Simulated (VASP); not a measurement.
Mg5CdTe6: single point with PBE

The system is Mg5CdTe6.

```
CELL_PARAMETERS angstrom
4.61981 0.00000 0.00000
0.00000 4.61981 0.00000
0.00000 0.00000 19.54747
ATOMIC_POSITIONS crystal
Mg 0.00000 0.00000 0.66568
Mg 0.50000 0.50000 0.83141
Mg 0.50000 0.50000 0.16859
Mg 0.00000 0.00000 0.33432
Mg 0.50000 0.50000 0.50000
Cd 0.00000 0.00000 0.00000
Te 0.50000 0.00000 0.74855
Te 0.00000 0.50000 0.91373
Te 0.50000 0.00000 0.08627
Te 0.00000 0.50000 0.25145
Te 0.50000 0.00000 0.41716
Te 0.00000 0.50000 0.58284
```

```
Program             : VASP 6.6.1
Task                : single point
Functional          : PBE
Potentials or basis : VASP PAW PBE potentials, release 64 (Mg, Cd, Te)
Cutoff              : 520 eV
k mesh              : 6 × 6 × 2
Occupations         : gaussian, width 0.02 eV
Spin                : no spin polarisation
```

```json
{"Pressure": "0.0 GPa", "Largest force": "0.019 eV/Å", "Band gap on the k mesh": "1.89 eV"}
```

Forces on the atoms (eV/Å):
```
Mg   0.000  0.000  0.000
Mg   0.000  0.000  0.000
Mg   0.000  0.000  0.000
Mg   0.000  0.000  0.000
Mg   0.000  0.000  0.000
Cd   0.000  0.000  0.000
Te   0.000  0.000  0.000
Te   0.000  0.000 -0.019
Te   0.000  0.000  0.019
Te   0.000  0.000  0.000
Te   0.000  0.000  0.000
Te   0.000  0.000  0.000
```

Levels at points of the mesh, in eV from the valence-band top:
| k point | band 27 | band 28 | band 29 | band 30 | band 31 | band 32 |
| --- | --- | --- | --- | --- | --- | --- |
| (0.00, 0.00, 0.00) | -0.05 | 0.00 | 0.00 | 1.89 | 2.79 | 3.10 |
| (0.50, 0.00, 0.00) | -0.58 | -0.54 | -0.29 | 2.66 | 3.28 | 3.29 |
| (0.50, 0.50, 0.00) | -1.28 | -1.28 | -1.28 | 2.79 | 2.79 | 3.01 |
| (0.00, 0.00, 0.50) | -0.26 | -0.04 | -0.04 | 2.22 | 2.63 | 2.86 |
| (0.50, 0.00, 0.50) | -0.52 | -0.47 | -0.29 | 2.55 | 3.02 | 3.56 |
| (0.50, 0.50, 0.50) | -1.36 | -1.35 | -1.35 | 3.02 | 3.02 | 3.14 |

Wall time 9 min on 1 thread of Intel(R) Xeon(R) Platinum 8259CL CPU @ 2.50GHz (Skylake/Cascade Lake), with other jobs on the host, peak memory 0.64 GiB.

Caveat: spin-orbit coupling is left out, which moves the levels of the heavy elements. A k mesh can miss the band edges.
